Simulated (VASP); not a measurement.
# AlIr6: relaxation of cell and atoms with PBE

The system is AlIr6.

```
Al Ir
1.0
     5.94245    0.00000    0.00000
     0.00000    5.94245    0.00000
     0.00000    0.00000    5.94245
Al Ir
1 6
Direct
  0.00000 0.00000 0.00000
  0.19825 0.50000 0.50000
  0.50000 0.19825 0.50000
  0.80175 0.50000 0.50000
  0.50000 0.80175 0.50000
  0.50000 0.50000 0.19825
  0.50000 0.50000 0.80175
```

| Item | Value |
| --- | --- |
| Program | VASP 6.6.1 |
| Task | relaxation of cell and atoms |
| Functional | PBE |
| Potentials or basis | VASP PAW PBE potentials, release 64 (Al, Ir) |
| Cutoff | 600 eV |
| k mesh | 6 × 6 × 6 |
| Occupations | gaussian, width 0.1 eV |
| Spin | no spin polarisation |
| Dipole correction | no |
| Further INCAR settings | ALGO = Normal; EDIFF = 1e-06; IBRION = 2; EDIFFG = -0.01; NSW = 100; ISIF = 3 |

* Relaxed volume: 30.00 Å³/atom
* Relaxed cell: a = 5.944 Å, b = 5.944 Å, c = 5.944 Å, α = 90.00°, β = 90.00°, γ = 90.00°
* Space group after relaxing (to 0.05 Å): Pm-3m (No. 221)
* Energy gained by relaxing: 0.0 meV/atom
* Ionic steps: 3
* Pressure after relaxing: 0.0 GPa

Forces on the atoms (eV/Å):
```
Al   0.000  0.000  0.000
Ir  -0.002  0.000  0.000
Ir   0.000 -0.002  0.000
Ir   0.002  0.000  0.000
Ir   0.000  0.002  0.000
Ir   0.000  0.000 -0.002
Ir   0.000  0.000  0.002
```

Step by step:
| step | energy change (eV) | largest force (eV/Å) | pressure (GPa) | volume (Å³) |
| --- | --- | --- | --- | --- |
| 1 | 0.0000 | 0.0507 | 0.10 | 209.84 |
| 2 | 0.0010 | 0.1392 | -0.30 | 210.40 |
| 3 | -0.0001 | 0.0022 | 0.00 | 209.98 |

Final structure:
```
Al Ir
1.0
     5.94377    0.00000    0.00000
     0.00000    5.94377    0.00000
     0.00000    0.00000    5.94377
Al Ir
1 6
Direct
  0.00000 0.00000 0.00000
  0.19815 0.50000 0.50000
  0.50000 0.19815 0.50000
  0.80185 0.50000 0.50000
  0.50000 0.80185 0.50000
  0.50000 0.50000 0.19815
  0.50000 0.50000 0.80185
```

Levels at points of the mesh, in eV from the Fermi level:
| k point | band 25 | band 26 | band 27 | band 28 | band 29 | band 30 | band 31 | band 32 | band 33 | band 34 |
| --- | --- | --- | --- | --- | --- | --- | --- | --- | --- | --- |
| (0.00, 0.00, 0.00) | -1.31 | -1.31 | -0.03 | -0.03 | 0.51 | 0.96 | 0.96 | 0.96 | 1.08 | 1.08 |
| (0.50, 0.00, 0.00) | -0.50 | -0.41 | -0.41 | -0.33 | -0.04 | 0.17 | 0.17 | 0.74 | 1.22 | 1.25 |
| (0.50, 0.50, 0.00) | -1.21 | -0.75 | -0.28 | 0.15 | 0.15 | 0.29 | 0.29 | 0.98 | 1.20 | 1.29 |
| (0.50, 0.50, 0.50) | -0.76 | -0.76 | -0.52 | -0.52 | -0.52 | 0.69 | 0.69 | 0.69 | 0.98 | 0.98 |

Run time: 3.3 min on 1 thread of AMD EPYC 9R45 96-Core Processor (Zen 5), with other jobs on the host, peak memory 0.39 GiB.

Caveat: spin-orbit coupling is left out, which moves the levels of the heavy elements.
